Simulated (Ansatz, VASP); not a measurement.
## Na2ReP2 in VASP and in Ansatz

```
Na Re P
1.0
    -2.03486    2.03486    5.33899
     2.03486   -2.03486    5.33899
     2.03486    2.03486   -5.33899
Na Re P
2 1 2
Direct
  0.25000 0.75000 0.50000
  0.75000 0.25000 0.50000
  0.00000 0.00000 0.00000
  0.62600 0.62600 0.00000
  0.37400 0.37400 0.00000
```

Alike in both runs: task single point; functional PBE; k mesh 6 × 6 × 6; occupations gaussian, width 0.1 eV; no spin polarisation.

|  | VASP | Ansatz |
| --- | --- | --- |
| version | VASP 6.6.1 | Ansatz 0.2.0 |
| potentials or method | VASP PAW PBE potentials, release 64 (Na_sv, Re_sv_GW, P), cutoff 1130 eV | scalar-relativistic, plane waves, PAW |
| valence electrons in the cell | 43 | 43 |

```tsv
	VASP	Ansatz	Ansatz less VASP
gap on the k mesh at the Fermi level (eV)	none	none	-
pressure (GPa)	1.0	1.0	+0.04
traceless stress, the component that is largest in VASP (GPa)	1.56	1.63	+0.074
rms of the force components (eV/Å)	2.089	2.073	-0.0158
```

Atom by atom the forces differ by 0.016 eV/Å (rms over components). A gap of «none» marks a metal or a gap that the smearing closes. The functional is the same, so the differences come from potentials, cutoffs and numerics.

The k mesh is coarse, so the values compare programs but aren't converged. Neither program's run includes spin-orbit coupling.
